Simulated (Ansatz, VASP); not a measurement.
## Two plane-wave programs on Pt

INCAR

```
PREC     = Accurate       # precision mode
ENCUT    = 520            # plane-wave cutoff, eV
EDIFF    = 1E-7           # SCF threshold, eV
ISMEAR   = 0              # smearing method
SIGMA    = 0.15           # smearing width, eV
LREAL    = F              # projectors in reciprocal space
LASPH    = T              # aspherical terms in the spheres
NELM     = 60             # most SCF steps
ALGO     = Normal         # electronic algorithm
ISIF     = 2              # what is computed and relaxed
LWAVE    = F              # write WAVECAR
LCHARG   = T              # write CHGCAR
GGA      = PS             # functional
LELF     = T              # ELF
LVHAR    = T            
NBANDS   = 17             # bands
```

The input KPOINTS:

```
regular mesh
0
Gamma
  18 18 10
```

The input POSCAR:

```
Pt
1.0
    2.6616000000      0.0000000000      0.0000000000
   -1.3308000000      2.3050132147      0.0000000000
    0.0000000000      0.0000000000      4.5500000000
Pt
2
Direct
    0.6666666667      0.3333333333      0.7500000000
    0.3333333333      0.6666666667      0.2500000000
```

Input for Ansatz:

```yaml
crystal:
  lattice:
    - [2.6616, 0.0, 0.0]
    - [-1.3308, 2.3050132147, 0.0]
    - [0.0, 0.0, 4.55]
  atoms:
    - { symbol: Pt, position: [0.6666666667, 0.3333333333, 0.75] }
    - { symbol: Pt, position: [0.3333333333, 0.6666666667, 0.25] }
basis:
  ecutwfc: 420
kpoints:
  mp_grid: { grid: [18, 18, 10] }
hamiltonian:
  xc: pbesol
scf:
  occupations: { method: gaussian, width: 0.15 }
output:
  forces: true
  stress: true
  eigenvalues: true
```

Alike in both runs: task single point; functional PBEsol; k mesh 18 × 18 × 10; occupations gaussian, width 0.15 eV; no spin polarisation.

```csv
,VASP,Ansatz
version,VASP 6.6.1,Ansatz 0.2.0
potentials or method,"VASP PAW PBE potentials, release 64 (Pt), cutoff 520 eV","scalar-relativistic, plane waves, PAW"
valence electrons in the cell,20,36
```

Ansatz gave:

- gap on the k mesh at the Fermi level (eV): none
- pressure (GPa): 28.3
- traceless stress, the component that is largest in VASP (GPa): -0.24

Question: What did VASP give for the same quantities?

Answer: gap on the k mesh at the Fermi level (eV): none; pressure (GPa): 28.0; traceless stress, the component that is largest in VASP (GPa): -0.37.

VASP's potentials were made for PBE, not for PBEsol. A gap of «none» marks a metal or a gap that the smearing closes. The functional is the same, so the differences come from potentials, cutoffs and numerics. VASP's potentials hold 20 valence electrons a cell and Ansatz's 36, so a difference there can come from the potentials and not from the codes.

Spin-orbit coupling is off throughout.
